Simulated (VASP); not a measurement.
Here is a VASP 6.6.1 calculation.

File INCAR:

```
SYSTEM = Lu
PREC = Accurate ; ENCUT = 520
EDIFF = 1E-6 ; ISMEAR = 1
SIGMA = 0.1 ; LREAL = .False.
LASPH = .True. ; NELM = 60
ALGO = Normal ; ISIF = 2
LWAVE = .False. ; LCHARG = .False.
GGA = PS ; IVDW = 12
NBANDS = 32
```

The input KPOINTS:

```
Automatic mesh
0
Gamma
  5 5 3
  0 0 0
```

The input POSCAR:

```
Lu
1.0
    4.4158980000      0.0000000000      0.0000000000
    0.0000000000      4.4158980000      0.0000000000
    0.0000000000      0.0000000000      8.7155480000
Lu
2
Direct
    0.0000000000      0.5000000000      0.2708440000
    0.5000000000      0.0000000000      0.7291560000
```

Potentials or basis: VASP PAW PBE potentials, release 64 (Lu).

Launch:

```console
$ cat potpaw_PBE.64/Lu/POTCAR > POTCAR
$ mpirun -np 1 vasp_std > vasp.out
```

**Question.** What does it give for the band gap on the k mesh?

**Answer.** Zero (band 25 reaches -0.66 eV, above the bottom of band 26 at -0.92 eV).

**Question.** What does it give for the dispersion energy per atom?

**Answer.** -0.518 eV.

**Question.** Predict the pressure.

**Answer.** -6.3 GPa.

**Question.** Estimate the largest force.

**Answer.** 0.395 eV/Å.

Forces on the atoms (eV/Å):
```
Lu   0.000  0.000  0.395
Lu   0.000  0.000 -0.395
```

Caveat: three body term missing; the PAW data sets were made with another functional, which shifts forces and pressure a little; spin-orbit coupling is left out, which moves the levels of the heavy elements; pairwise dispersion overbinds metals, which lowers pressure and volume.
